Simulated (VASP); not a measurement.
Crystal: Ti5C.

```
CELL_PARAMETERS angstrom
0.00000 3.56221 3.56221
3.56221 0.00000 3.56221
3.56221 3.56221 0.00000
ATOMIC_POSITIONS crystal
Ti 0.60216 0.60216 0.60216
Ti 0.60216 0.60216 0.19353
Ti 0.60216 0.19353 0.60216
Ti 0.19353 0.60216 0.60216
Ti 0.25000 0.25000 0.25000
C 0.00000 0.00000 0.00000
```

| Property | Result |
| --- | --- |
| Program | VASP 6.6.1 |
| Task | relaxation of cell and atoms |
| Functional | PBE |
| Potentials or basis | VASP PAW PBE potentials, release 64 (Ti_sv, C) |
| Cutoff | 600 eV |
| k mesh | 4 × 4 × 4 |
| Occupations | gaussian, width 0.1 eV |
| Spin | no spin polarisation |

At the start: pressure 21.3 GPa; volume 15.07 Å³/atom.

Task: How do energy, volume and symmetry change on relaxing?

Result: Over 8 steps the energy falls by 834.7 meV/atom and the volume is 15.86 Å³/atom (+5.3 %); space group F-43m (No. 216, to 0.05 Å).

Step by step:
```
step  energy change (eV)  largest force (eV/Å)  pressure (GPa)  volume (Å³)
   1              0.0000               11.1408           21.30        90.40
   2             -0.9335                4.8413           -5.29       119.22
   3             -4.8805                0.3753           -5.17       102.38
   4             -4.9148                0.0246           -4.59       101.63
   5             -4.9258                0.3416           -3.94       100.88
   6             -5.0074                0.0307           -0.49        95.81
   7             -5.0080                0.0697           -0.16        95.35
   8             -5.0084                0.0168            0.02        95.15
```

Final structure:
```yaml
crystal:
  lattice:
    - [0.00000, 3.62352, 3.62352]
    - [3.62352, 0.00000, 3.62352]
    - [3.62352, 3.62352, 0.00000]
  atoms:
    - { symbol: Ti, position: [0.62241, 0.62241, 0.62241] }
    - { symbol: Ti, position: [0.62241, 0.62241, 0.13278] }
    - { symbol: Ti, position: [0.62241, 0.13278, 0.62241] }
    - { symbol: Ti, position: [0.13278, 0.62241, 0.62241] }
    - { symbol: Ti, position: [0.25000, 0.25000, 0.25000] }
    - { symbol: C, position: [0.00000, 0.00000, 0.00000] }
```

Caveat: the k points lie up to 0.38 Å⁻¹ apart in the final cell.
